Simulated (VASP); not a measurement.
# LaMn3 (Pm-3m) in VASP: a series of runs

LaMn3 is run at these levels: PBE; tasks: single point.

Program: VASP 6.6.1. These are calculated values, not measurements. Logs are shortened: lines on timing, memory, paths and dates and some standing lists are left out, and cuts for length are marked.

## (1) The cell of the first run

The structure is cubic, space group Pm-3m (No. 221). The conventional cell has a = 4.087 Å, b = 4.087 Å, c = 4.087 Å, α = 90.00°, β = 90.00°, γ = 90.00°. La (site symmetry m-3m) has 12 Mn at 2.89 Å within 3.8 Å. Within 3.8 Å of Mn (site symmetry 4/mmm) lie 4 La at 2.89 Å and 8 Mn at 2.89 Å.

## (2) Single point, PBE, collinear spin, ferromagnetic start (17.07 Å³/atom)

INCAR reads:

```
SYSTEM = LaMn3
PREC = Accurate
ENCUT = 520
EDIFF = 1E-6
ISMEAR = 0
SIGMA = 0.05
LREAL = .FALSE.
LASPH = .TRUE.
NELM = 150
ALGO = Normal
ISIF = 2
LWAVE = .FALSE.
LCHARG = .FALSE.
ISPIN = 2
MAGMOM = 0 3.5 3.5 3.5
LORBIT = 11
LMAXMIX = 6
GGA = PE
NBANDS = 37
```

KPOINTS reads:

```
regular mesh
0
G
  8 8 8
  0 0 0
```

POSCAR reads:

```
LaMn3
1.0
    4.0869441034      0.0000000000      0.0000000000
    0.0000000000      4.0869441034      0.0000000000
    0.0000000000      0.0000000000      4.0869441034
La Mn
1 3
Direct
    0.0000000000      0.0000000000      0.0000000000
    0.0000000000      0.5000000000      0.5000000000
    0.5000000000      0.5000000000      0.0000000000
    0.5000000000      0.0000000000      0.5000000000
```

Potentials or basis: VASP PAW PBE potentials, release 64 (La, Mn_pv).

Run with:

```
cat potpaw_PBE.64/La/POTCAR potpaw_PBE.64/Mn_pv/POTCAR > POTCAR
mpirun -np 1 vasp_std > vasp.out
```

OUTCAR:

```text
SYSTEM = LaMn3
   PREC = Accurate
   ENCUT = 520
   EDIFF = 1E-6
   ISMEAR = 0
   LREAL = .FALSE.
   LASPH = .TRUE.
   NELM = 150
   ISIF = 2
   ISPIN = 2
   LORBIT = 11
   GGA = PE

 ion  position               nearest neighbor table
   1  0.000  0.000  0.000-   2 2.89   3 2.89   4 2.89   2 2.89   4 2.89   2 2.89   3 2.89   2 2.89
                             3 2.89   4 2.89   4 2.89   3 2.89
   2  0.000  0.500  0.500-   1 2.89   3 2.89   4 2.89   1 2.89   3 2.89   1 2.89   4 2.89   1 2.89
                             3 2.89   4 2.89   3 2.89   4 2.89
   3  0.500  0.500  0.000-   1 2.89   2 2.89   4 2.89   2 2.89   4 2.89   1 2.89   4 2.89   4 2.89
                             1 2.89   2 2.89   2 2.89   1 2.89
   4  0.500  0.000  0.500-   1 2.89   2 2.89   3 2.89   1 2.89   3 2.89   2 2.89   3 2.89   3 2.89
                             1 2.89   2 2.89   1 2.89   2 2.89

  LATTYP: Found a simple cubic cell.
 ALAT       =     4.0869441034

  Lattice vectors:

 A1 = (   4.0869441034,   0.0000000000,   0.0000000000)
 A2 = (   0.0000000000,   4.0869441034,   0.0000000000)
 A3 = (   0.0000000000,   0.0000000000,   4.0869441034)

Analysis of symmetry for initial positions (statically):
=====================================================================
 Subroutine PRICEL returns:
 Original cell was already a primitive cell.

 Routine SETGRP: Setting up the symmetry group for a
 simple cubic supercell.

 Subroutine GETGRP returns: Found 48 space group operations
 (whereof 48 operations were pure point group operations)
 out of a pool of 48 trial point group operations.

The static configuration has the point symmetry O_h .

Analysis of symmetry for dynamics (positions and initial velocities):
=====================================================================
 Subroutine PRICEL returns:
 Original cell was already a primitive cell.

 Routine SETGRP: Setting up the symmetry group for a
 simple cubic supercell.

 Subroutine GETGRP returns: Found 48 space group operations
 (whereof 48 operations were pure point group operations)
 out of a pool of 48 trial point group operations.

The dynamic configuration has the point symmetry O_h .

Analysis of structural, dynamic, and magnetic symmetry:
=====================================================================
 Subroutine PRICEL returns:
 Original cell was already a primitive cell.

 Routine SETGRP: Setting up the symmetry group for a
 simple cubic supercell.

 Subroutine GETGRP returns: Found 48 space group operations
 (whereof 48 operations were pure point group operations)
 out of a pool of 48 trial point group operations.

The overall configuration has the point symmetry O_h .

 Subroutine INISYM returns: Found 48 space group operations
 (whereof 48 operations are pure point group operations),
 and found     1 'primitive' translations

----------------------------------------------------------------------------------------

                                     Primitive cell

  volume of cell :      68.2647

  direct lattice vectors                    reciprocal lattice vectors
     4.086944103  0.000000000  0.000000000     0.244681595  0.000000000  0.000000000
     0.000000000  4.086944103  0.000000000     0.000000000  0.244681595  0.000000000
     0.000000000  0.000000000  4.086944103     0.000000000  0.000000000  0.244681595

  length of vectors
     4.086944103  4.086944103  4.086944103     0.244681595  0.244681595  0.244681595

  position of ions in fractional coordinates (direct lattice)
     0.000000000  0.000000000  0.000000000
     0.000000000  0.500000000  0.500000000
     0.500000000  0.500000000  0.000000000
     0.500000000  0.000000000  0.500000000

  ion indices of the primitive-cell ions
   primitive index   ion index
                 1           1
                 2           2
                 3           3
                 4           4

----------------------------------------------------------------------------------------

 KPOINTS: regular mesh

Automatic generation of k-mesh.
 Grid dimensions read from file:
 generate k-points for:    8    8    8

 Generating k-lattice:

  Cartesian coordinates                     Fractional coordinates (reciprocal lattice)
     0.030585199  0.000000000  0.000000000     0.125000000  0.000000000  0.000000000
     0.000000000  0.030585199  0.000000000     0.000000000  0.125000000  0.000000000
     0.000000000  0.000000000  0.030585199     0.000000000  0.000000000  0.125000000

  Length of vectors
     0.030585199  0.030585199  0.030585199

  Shift w.r.t. Gamma in fractional coordinates (k-lattice)
     0.000000000  0.000000000  0.000000000

 Subroutine IBZKPT returns following result:
 ===========================================

 Found     35 irreducible k-points:

 Following reciprocal coordinates:
            Coordinates               Weight
  0.000000  0.000000  0.000000      1.000000
  0.125000  0.000000  0.000000      6.000000
[... 71 lines left out ...]
  ---------------------------------------------------
  free energy    TOTEN  =       -29.90960683 eV

  energy without entropy =      -29.90645461  energy(sigma->0) =      -29.90803072

 E-fermi :   9.0766     XC(G=0): -11.8729

 val. band max:        9.0492852057   @ k =   0.3750   0.0000   0.0000
 cond. band min:       9.0787003032   @ k =   0.3750   0.3750   0.3750
 fundamental gap:      0.0294150976
 Fermi energy:         9.0766379531

 spin component 1

 k-point     1 :       0.0000    0.0000    0.0000
  band No.  band energies     occupation
      1     -40.1801      1.00000
      2     -40.1801      1.00000
      3     -40.1801      1.00000
      4     -40.1409      1.00000
      5     -40.1409      1.00000
      6     -40.1409      1.00000
[... 29 lines left out ...]
     36      12.3368      0.00000
     37      12.3368      0.00000

 k-point     2 :       0.1250    0.0000    0.0000
  band No.  band energies     occupation
      1     -40.1781      1.00000
      2     -40.1781      1.00000
      3     -40.1775      1.00000
      4     -40.1415      1.00000
      5     -40.1415      1.00000
      6     -40.1410      1.00000
[... 29 lines left out ...]
     36      12.3330      0.00000
     37      12.3330      0.00000
[... 838 lines left out ...]
     36      12.6677      0.00000
     37      12.8624      0.00000

 k-point    24 :       0.5000    0.3750    0.1250
  band No.  band energies     occupation
      1     -40.1922      1.00000
      2     -40.1677      1.00000
      3     -40.1668      1.00000
      4     -40.1355      1.00000
      5     -40.1323      1.00000
      6     -40.1142      1.00000
[... 29 lines left out ...]
     36      12.7007      0.00000
     37      12.8293      0.00000

 [... further k-points ...]

 spin component 2

 k-point     1 :       0.0000    0.0000    0.0000
  band No.  band energies     occupation
      1     -36.8919      1.00000
      2     -36.8919      1.00000
      3     -36.8919      1.00000
      4     -36.8536      1.00000
      5     -36.8536      1.00000
      6     -36.8536      1.00000
[... 29 lines left out ...]
     36      12.5689      0.00000
     37      13.6063      0.00000

 k-point     2 :       0.1250    0.0000    0.0000
  band No.  band energies     occupation
      1     -36.8899      1.00000
      2     -36.8899      1.00000
      3     -36.8898      1.00000
      4     -36.8543      1.00000
      5     -36.8543      1.00000
      6     -36.8538      1.00000
[... 29 lines left out ...]
     36      12.6150      0.00000
     37      13.2717      0.00000
[... 838 lines left out ...]
     36      12.8141      0.00000
     37      12.8828      0.00000

 k-point    24 :       0.5000    0.3750    0.1250
  band No.  band energies     occupation
      1     -36.9146      1.00000
      2     -36.8844      1.00000
      3     -36.8841      1.00000
      4     -36.8467      1.00000
      5     -36.8440      1.00000
      6     -36.8159      1.00000
[... 29 lines left out ...]
     36      12.7991      0.00000
     37      12.8895      0.00000

 [... further k-points ...]

------------------------ aborting loop because EDIFF is reached ----------------------------------------

  FORCE on cell =-STRESS in cart. coord.  units (eV):
  Direction    XX          YY          ZZ          XY          YZ          ZX
  --------------------------------------------------------------------------------------
  -------------------------------------------------------------------------------------
  Total        1.9635100      1.9635100      1.9635100     -0.0000000      0.0000000     -0.0000000
  in kB       46.0837291     46.0837291     46.0837291     -0.0000000      0.0000000     -0.0000000
  external PRESSURE =      46.0837291 kB  Pullay stress =       0.0000000 kB

 VOLUME and BASIS-vectors are now :
 -----------------------------------------------------------------------------
  energy-cutoff  :      520.00
  volume of cell :       68.26
      direct lattice vectors                 reciprocal lattice vectors
     4.086944103  0.000000000  0.000000000     0.244681595  0.000000000  0.000000000
     0.000000000  4.086944103  0.000000000     0.000000000  0.244681595  0.000000000
     0.000000000  0.000000000  4.086944103     0.000000000  0.000000000  0.244681595

 POSITION                                       TOTAL-FORCE (eV/Angst)
 -----------------------------------------------------------------------------------
      0.00000      0.00000      0.00000         0.000000      0.000000      0.000000
      0.00000      2.04347      2.04347         0.000000      0.000000      0.000000
      2.04347      2.04347      0.00000         0.000000      0.000000      0.000000
      2.04347      0.00000      2.04347         0.000000      0.000000      0.000000
 -----------------------------------------------------------------------------------
    total drift:                                0.000000      0.000000     -0.000000

  FREE ENERGIE OF THE ION-ELECTRON SYSTEM (eV)
  ---------------------------------------------------
  free  energy   TOTEN  =       -29.9096068286 eV

  energy  without entropy=      -29.9064546087  energy(sigma->0) =      -29.90803072

 total charge

# of ion       s       p       d       f       tot
--------------------------------------------------
    1        2.110   5.502   1.179   0.247   9.038
    2        0.341   6.197   5.066   0.000  11.604
    3        0.341   6.197   5.066   0.000  11.604
    4        0.341   6.197   5.066   0.000  11.604
--------------------------------------------------
tot          3.132  24.093  16.378   0.247  43.849

 magnetization (x)

# of ion       s       p       d       f       tot
--------------------------------------------------
    1       -0.030   0.056  -0.209  -0.007  -0.190
    2        0.008   0.002   3.116   0.000   3.125
    3        0.008   0.002   3.116   0.000   3.125
    4        0.008   0.002   3.116   0.000   3.125
--------------------------------------------------
tot         -0.008   0.062   9.138  -0.007   9.186
```

Wall time 2.1 min (1 thread of Intel Xeon 6975P-C (Granite Rapids), shared host); peak memory 0.29 GiB.

Results:

| Quantity | Value |
| --- | --- |
| Free energy | -29.9096 eV |
| Pressure | 4.6 GPa |
| Net moment | 9.37 μB per cell |
| Site moments | La -0.19; Mn +3.12 μB |
| Valence electrons inside the program's atomic spheres | La 9.04; Mn 11.60 |

Caveat: the cell stands under pressure; spin-orbit coupling is left out, which moves the levels of the heavy elements.

## (3) Single point, PBE, collinear spin, ferromagnetic start (17.34 Å³/atom)

This run uses another cell than the first one, of 17.34 Å³/atom.

INCAR reads:

```
SYSTEM = LaMn3
PREC = Accurate ; ENCUT = 520
EDIFF = 1E-6 ; ISMEAR = 0
SIGMA = 0.05 ; LREAL = .False.
LASPH = .True. ; NELM = 150
ALGO = Normal ; ISIF = 2
LWAVE = .False. ; LCHARG = .True.
ISPIN = 2 ; MAGMOM = 0 3.52 3.52 3.52
LORBIT = 11 ; LMAXMIX = 6
GGA = PE ; LELF = .True.
LVHAR = .True. ; NBANDS = 37
```

KPOINTS reads:

```
regular mesh
0
Gamma
  8 8 8
  0 0 0
```

POSCAR reads:

```
LaMn3
1.0
    4.1084547317      0.0000000000      0.0000000000
    0.0000000000      4.1084547317      0.0000000000
    0.0000000000      0.0000000000      4.1084547317
La Mn
1 3
Direct
    0.0000000000      0.0000000000      0.0000000000
    0.0000000000      0.5000000000      0.5000000000
    0.5000000000      0.5000000000      0.0000000000
    0.5000000000      0.0000000000      0.5000000000
```

Potentials or basis: VASP PAW PBE potentials, release 64 (La, Mn_pv).

Run with:

```
cat potpaw_PBE.64/La/POTCAR potpaw_PBE.64/Mn_pv/POTCAR > POTCAR
mpirun -np 1 vasp_std > vasp.out
```

Run time: 1.8 min. Hardware: 1 thread of Intel Xeon 6975P-C (Granite Rapids), shared host; peak memory 0.3 GiB.

Results (log left out):

```
Free energy                                           : -29.9361 eV
Pressure                                              : 3.2 GPa
Net moment                                            : 9.37 μB per cell
Site moments                                          : La -0.20; Mn +3.14 μB
Valence electrons inside the program's atomic spheres : La 9.01; Mn 11.59
```

Levels at points of the mesh, in eV from the Fermi level:
Spin up:
| k point | band 28 | band 29 | band 30 | band 31 | band 32 | band 33 |
| --- | --- | --- | --- | --- | --- | --- |
| (0.00, 0.00, 0.00) | -0.37 | -0.37 | 2.29 | 2.29 | 2.29 | 2.51 |
| (0.50, 0.00, 0.00) | -1.29 | -1.04 | -0.37 | 1.42 | 1.42 | 1.98 |
| (0.50, 0.50, 0.00) | -1.58 | -1.21 | -1.13 | 1.44 | 1.44 | 2.45 |
| (0.50, 0.50, 0.50) | -0.58 | -0.58 | 1.47 | 1.47 | 1.47 | 2.44 |
Spin down:
```
           k point  band 17  band 18  band 19  band 20  band 21  band 22  band 23  band 24
(0.00, 0.00, 0.00)    -1.50    -1.50    -1.50    -1.08     0.84     0.84     0.84     2.13
(0.50, 0.00, 0.00)    -0.69    -0.69    -0.68    -0.57    -0.38     0.28     0.28     0.90
(0.50, 0.50, 0.00)    -0.95    -0.65    -0.53    -0.53     0.01     0.01     0.37     0.39
(0.50, 0.50, 0.50)    -0.59    -0.48     0.41     0.41     0.41     1.01     1.01     1.01
```

Caveat: the cell stands under pressure; spin-orbit coupling is left out, which moves the levels of the heavy elements.

## (4) Single point, PBE, collinear spin, ferromagnetic start (17.70 Å³/atom)

This run uses another cell than the first one, of 17.70 Å³/atom.

INCAR reads:

```
SYSTEM = LaMn3
ALGO     = Fast           ! electronic algorithm
EDIFF    = 1E-6           ! SCF threshold, eV
ENCUT    = 520            ! plane-wave cutoff, eV
GGA      = PE             ! functional
ISIF     = 2              ! what is computed and relaxed
ISMEAR   = 0              ! smearing method
ISPIN    = 2              ! spin polarisation
LASPH    = .TRUE.         ! aspherical terms in the spheres
LCHARG   = .FALSE.        ! write CHGCAR
LMAXMIX  = 6              ! l up to which the mixer works
LORBIT   = 11             ! projections on sites
LREAL    = .FALSE.        ! projectors in reciprocal space
LWAVE    = .FALSE.        ! write WAVECAR
MAGMOM   = 0 3.56 3.56 3.56 ! initial moments
NBANDS   = 37             ! bands
NELM     = 150            ! most SCF steps
PREC     = Accurate       ! precision mode
SIGMA    = 0.05           ! smearing width, eV
```

KPOINTS reads:

```
k-points
0
G
  8 8 8
  0 0 0
```

POSCAR reads:

```
LaMn3
1.0
    4.1367897977      0.0000000000      0.0000000000
    0.0000000000      4.1367897977      0.0000000000
    0.0000000000      0.0000000000      4.1367897977
La Mn
1 3
Direct
    0.0000000000      0.0000000000      0.0000000000
    0.0000000000      0.5000000000      0.5000000000
    0.5000000000      0.5000000000      0.0000000000
    0.5000000000      0.0000000000      0.5000000000
```

Run with:

```
cat potpaw_PBE.64/La/POTCAR potpaw_PBE.64/Mn_pv/POTCAR > POTCAR
mpirun -np 1 vasp_std > vasp.out
```

It took 4.7 min on 1 thread of Intel Xeon 6975P-C (Granite Rapids), shared host; peak memory 0.31 GiB.

Results (log left out):

```yaml
Free_energy: -29.9569 eV
Pressure: 1.4 GPa
Net_moment: 9.37 μB per cell
Site_moments: La -0.22; Mn +3.15 μB
Valence_electrons_inside_the_program's_atomic_spheres: La 8.97; Mn 11.57
```

Levels at points of the mesh, in eV from the Fermi level:
Spin up:
```csv
k point,band 27,band 28,band 29,band 30,band 31,band 32,band 33,band 34
"(0.00, 0.00, 0.00)",-0.44,-0.44,-0.44,2.22,2.22,2.22,2.41,3.14
"(0.50, 0.00, 0.00)",-1.55,-1.37,-1.09,-0.44,1.38,1.38,3.08,3.43
"(0.50, 0.50, 0.50)",-0.64,-0.64,-0.64,2.27,2.33,2.33,3.56,3.56
```
Spin down:
```csv
k point,band 16,band 17,band 18,band 19,band 20,band 21,band 22,band 23,band 24,band 25
"(0.00, 0.00, 0.00)",-3.10,-1.45,-1.45,-1.45,-1.05,0.84,0.84,0.84,2.10,2.10
"(0.50, 0.00, 0.00)",-2.13,-0.68,-0.68,-0.67,-0.54,-0.36,0.27,0.27,0.89,1.15
"(0.50, 0.50, 0.00)",-0.98,-0.98,-0.62,-0.52,-0.52,0.00,0.00,0.38,0.39,1.00
"(0.50, 0.50, 0.50)",-3.15,-0.59,-0.48,0.42,0.42,0.42,1.00,1.00,1.00,1.02
```

Caveat: spin-orbit coupling is left out, which moves the levels of the heavy elements.

## (5) The runs side by side

| cell | gap on the mesh (eV) | pressure (GPa) | moment (μB) |
| --- | --- | --- | --- |
| a = 4.087 Å, 4 atoms | none | 4.6 | 9.37 |
| a = 4.108 Å, 4 atoms | none | 3.2 | 9.37 |
| a = 4.137 Å, 4 atoms | none | 1.4 | 9.37 |

Alike in all rows: task single point; level PBE; potentials or basis VASP PAW PBE potentials, release 64 (La, Mn_pv); spin collinear, ferromagnetic start; k mesh 8 × 8 × 8; cutoff (eV) 520; smearing gaussian 0.05 eV.

Caveats: spin-orbit coupling is left out, which moves the levels of the heavy elements; the cell stands under pressure (at least some runs).

Absolute energies hang on the potentials; compare differences alone.

The gap in the log of VASP goes by the Fermi energy; the results here count the filled bands.